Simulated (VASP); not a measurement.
Write the native input for VASP 6.6.1 that does the following.

* Task: single point
* Functional: r2SCAN
* Potentials or basis: VASP PAW PBE potentials, release 64 (Ba_sv, S)
* Cutoff: 550 eV
* k mesh: 6 × 6 × 6
* Occupations: gaussian, width 0.01 eV
* Spin: no spin polarisation
* Dipole correction: no
* Further INCAR settings: ALGO = Normal; EDIFF = 1e-06; NBANDS = 15

BaS:

```
CELL_PARAMETERS angstrom
0.00000 3.24360 3.24360
3.24360 0.00000 3.24360
3.24360 3.24360 0.00000
ATOMIC_POSITIONS crystal
Ba 0.00000 0.00000 0.00000
S 0.50000 0.50000 0.50000
```

One way to write it, as run:

POSCAR

```
BaS
1.0
    0.0000000000      3.2435979005      3.2435979005
    3.2435979005      0.0000000000      3.2435979005
    3.2435979005      3.2435979005      0.0000000000
Ba S
1 1
Direct
    0.0000000000      0.0000000000      0.0000000000
    0.5000000000      0.5000000000      0.5000000000
```

INCAR.step1

```
SYSTEM = BaS
PREC = Accurate
ENCUT = 550
ISMEAR = 0
SIGMA = 0.01
LREAL = .False.
LASPH = .True.
NELM = 120
NBANDS = 15
GGA = PE
ALGO = Normal
EDIFF = 1E-5
LWAVE = .True.
LCHARG = .False.
GGA_COMPAT = .False.
```

INCAR.step2

```
SYSTEM = BaS
PREC = Accurate
ENCUT = 550
EDIFF = 1E-6
ISMEAR = 0
SIGMA = 0.01
LREAL = .False.
LASPH = .True.
NELM = 120
ALGO = Normal
ISIF = 2
LWAVE = .False.
LCHARG = .True.
METAGGA = R2SCAN
LMIXTAU = .True.
LELF = .True.
LVHAR = .True.
NBANDS = 15
ISTART = 1
GGA_COMPAT = .False.
```

KPOINTS

```
regular mesh
0
Gamma
  6 6 6
  0 0 0
```

Potentials or basis: VASP PAW PBE potentials, release 64 (Ba_sv, S).

The run is started by

```bash
$ cat potpaw_PBE.64/Ba_sv/POTCAR potpaw_PBE.64/S/POTCAR > POTCAR
$ cp INCAR.step1 INCAR
$ mpirun -np 1 vasp_std > vasp.out
$ cp INCAR.step2 INCAR
$ mpirun -np 1 vasp_std > vasp.out
```

Results of the run:

- Pressure: -0.7 GPa
- Band gap on the k mesh: 2.54 eV (least direct gap 2.69 eV)

Caveat: the PAW data sets were made with another functional, which shifts forces and pressure a little; spin-orbit coupling is left out, which moves the levels of the heavy elements.

Wall time 120 s on 1 thread of Intel Xeon 8259CL (shared host), peak memory 0.22 GiB.
